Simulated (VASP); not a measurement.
The system is HfSi2B2.

```
Hf Si B
1.0
     5.12087    0.00000    0.00000
     0.00000    5.12087    0.00000
     0.00000    0.00000    5.12087
Hf Si B
2 4 4
Direct
  0.00000 0.00000 0.00000
  0.50000 0.50000 0.50000
  0.75000 0.75000 0.75000
  0.25000 0.25000 0.75000
  0.25000 0.75000 0.25000
  0.75000 0.25000 0.25000
  0.25000 0.25000 0.25000
  0.75000 0.75000 0.25000
  0.75000 0.25000 0.75000
  0.25000 0.75000 0.75000
```

| Quantity | Value |
| --- | --- |
| Program | VASP 6.6.1 |
| Task | relaxation of cell and atoms |
| Functional | PBE |
| Potentials or basis | VASP PAW PBE potentials, release 64 (Hf_pv, Si, B) |
| Cutoff | 600 eV |
| k mesh | 4 × 4 × 4 |
| Occupations | gaussian, width 0.1 eV |
| Spin | no spin polarisation |

At the start: pressure 36.2 GPa; volume 13.43 Å³/atom.

Problem. How do energy, volume and symmetry change on relaxing?

Solution. Over 3 steps the energy falls by 364.0 meV/atom and the volume is 17.37 Å³/atom (+29.3 %); space group Pn-3m (No. 224, to 0.05 Å).

The path:
| step | energy change (eV) | largest force (eV/Å) | pressure (GPa) | volume (Å³) |
| --- | --- | --- | --- | --- |
| 1 | 0.0000 | 0.0000 | 36.23 | 134.29 |
| 2 | -2.6324 | 0.0000 | -10.03 | 202.38 |
| 3 | -3.6404 | 0.0000 | -0.05 | 173.66 |

Final structure:
```yaml
crystal:
  lattice:
    - [5.57913, 0.00000, 0.00000]
    - [0.00000, 5.57913, 0.00000]
    - [0.00000, 0.00000, 5.57913]
  atoms:
    - { symbol: Hf, position: [0.00000, 0.00000, 0.00000] }
    - { symbol: Hf, position: [0.50000, 0.50000, 0.50000] }
    - { symbol: Si, position: [0.75000, 0.75000, 0.75000] }
    - { symbol: Si, position: [0.25000, 0.25000, 0.75000] }
    - { symbol: Si, position: [0.25000, 0.75000, 0.25000] }
    - { symbol: Si, position: [0.75000, 0.25000, 0.25000] }
    - { symbol: B, position: [0.25000, 0.25000, 0.25000] }
    - { symbol: B, position: [0.75000, 0.75000, 0.25000] }
    - { symbol: B, position: [0.75000, 0.25000, 0.75000] }
    - { symbol: B, position: [0.25000, 0.75000, 0.75000] }
```

Caveat: the volume moved by over 15 % at a fixed basis, so the end points are rough.
